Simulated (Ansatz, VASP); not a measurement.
Two plane-wave programs on Ru2C

The input INCAR:

```
SYSTEM = Ru2C
PREC = Accurate ; ENCUT = 600
EDIFF = 1E-6 ; ISMEAR = 0
SIGMA = 0.1 ; LREAL = .False.
LASPH = .True. ; NELM = 100
ALGO = Normal ; ISIF = 3
LWAVE = .False. ; LCHARG = .False.
GGA = PE ; IBRION = 2
NSW = 100 ; EDIFFG = -0.01
```

File KPOINTS:

```
Automatic mesh
0
Gamma
  16 16 16
  0 0 0
```

File POSCAR:

```
Ru2C
1.0
    0.0000000000      2.5992113229      2.5992113229
    2.5992113229      0.0000000000      2.5992113229
    2.5992113229      2.5992113229      0.0000000000
Ru C
2 1
Direct
    0.2500000000      0.2500000000      0.2500000000
    0.7500000000      0.7500000000      0.7500000000
    0.0000000000      0.0000000000      0.0000000000
```

Input for Ansatz:

```yaml
crystal:
  lattice:
    - [0.0, 2.5992113229, 2.5992113229]
    - [2.5992113229, 0.0, 2.5992113229]
    - [2.5992113229, 2.5992113229, 0.0]
  atoms:
    - { symbol: Ru, position: [0.25, 0.25, 0.25] }
    - { symbol: Ru, position: [0.75, 0.75, 0.75] }
    - { symbol: C, position: [0.0, 0.0, 0.0] }
basis:
  ecutwfc: 420
kpoints:
  mp_grid: { grid: [16, 16, 16] }
hamiltonian:
  xc: pbe
scf:
  occupations: { method: gaussian, width: 0.1 }
output:
  forces: true
  stress: true
  eigenvalues: true
  write_density: true
  write_potential: true
  elf: true
  volumetric_format: npy
relax:
  adjacent_minimum: "off"
  f_tol: 0.01
  max_steps: 80
  cell: { stress_tol: 0.05 }
```

Alike in both runs: task relaxation of cell and atoms; functional PBE; k mesh 16 × 16 × 16; occupations gaussian, width 0.1 eV; no spin polarisation.

|  | VASP | Ansatz |
| --- | --- | --- |
| version | VASP 6.6.1 | Ansatz 0.2.0 |
| potentials or method | VASP PAW PBE potentials, release 64 (Ru_pv, C), cutoff 600 eV | scalar-relativistic, plane waves, PAW |
| valence electrons in the cell | 32 | 36 |

```tsv
	VASP	Ansatz	Ansatz less VASP
gap on the k mesh at the Fermi level, each at its own relaxed structure (eV)	none	none	-
relaxed volume (Å³/atom)	11.70	11.70	-0.001
relaxed cell length with the largest relative difference (Å)	3.675	3.675	-0.0001
```

A gap of «none» marks a metal or a gap that the smearing closes. VASP's potentials hold 32 valence electrons a cell and Ansatz's 36, so a difference there can come from the potentials and not from the codes.
